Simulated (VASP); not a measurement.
Input of a VASP 6.6.1 run:

File INCAR:

```
PREC = Accurate ; ENCUT = 520
EDIFF = 1E-7 ; ISMEAR = 0
SIGMA = 0.01 ; LREAL = Auto
LASPH = T ; NELM = 100
ALGO = Normal ; ISIF = 2
LWAVE = F ; LCHARG = F
GGA = PE ; NBANDS = 43
```

The input KPOINTS:

```
Automatic mesh
0
Gamma
  4 4 4
```

The input POSCAR:

```
Si8C7
1.0
    0.0000000000      0.0000000000     -5.0742922873
    3.0919365181     -5.3553911431      0.0000000000
   -6.1838730361      0.0000000000      0.0000000000
Si C
8 7
Direct
    0.4887133215      0.1666666667      0.3333333333
    0.5023701408      0.6666603898      0.3333207797
    0.5023701408      0.1666792203      0.8333396102
    0.5023701408      0.6666603898      0.8333396102
   -0.0019987685      0.3370095720      0.1629904280
   -0.0019987685      0.8259808559      0.1629904280
   -0.0019987685      0.3370095720      0.6740191441
   -0.0000887411      0.8333333333      0.6666666667
    0.1280167933      0.6684100018      0.3368200036
    0.1280167933      0.1631799964      0.8315899982
    0.1280167933      0.6684100018      0.8315899982
    0.6248504353      0.3340862661      0.1659137339
    0.6248504353      0.8318274679      0.1659137339
    0.6248504353      0.3340862661      0.6681725321
    0.6270779098      0.8333333333      0.6666666667
```

Potentials or basis: VASP PAW PBE potentials, release 64 (Si, C).

Launch:

```bash
$ cat potpaw_PBE.64/Si/POTCAR potpaw_PBE.64/C/POTCAR > POTCAR
$ mpirun -np 1 vasp_std > vasp.out
```

Task: Predict the largest force.

Result: 0.025 eV/Å.

Task: What does it give for the pressure?

Result: -0.1 GPa.

Forces in eV/Å, atoms in the order of the input:
```
Si   0.000  0.000 -0.025
Si   0.011  0.007  0.010
Si   0.000 -0.013  0.010
Si  -0.011  0.007  0.010
Si   0.016 -0.009 -0.016
Si   0.000  0.019 -0.016
Si  -0.016 -0.009 -0.016
Si   0.000  0.000 -0.023
C   -0.011 -0.006  0.007
C    0.000  0.013  0.007
C    0.011 -0.006  0.007
C   -0.003  0.002  0.015
C    0.000 -0.003  0.015
C    0.003  0.002  0.015
C    0.000  0.000  0.001
```
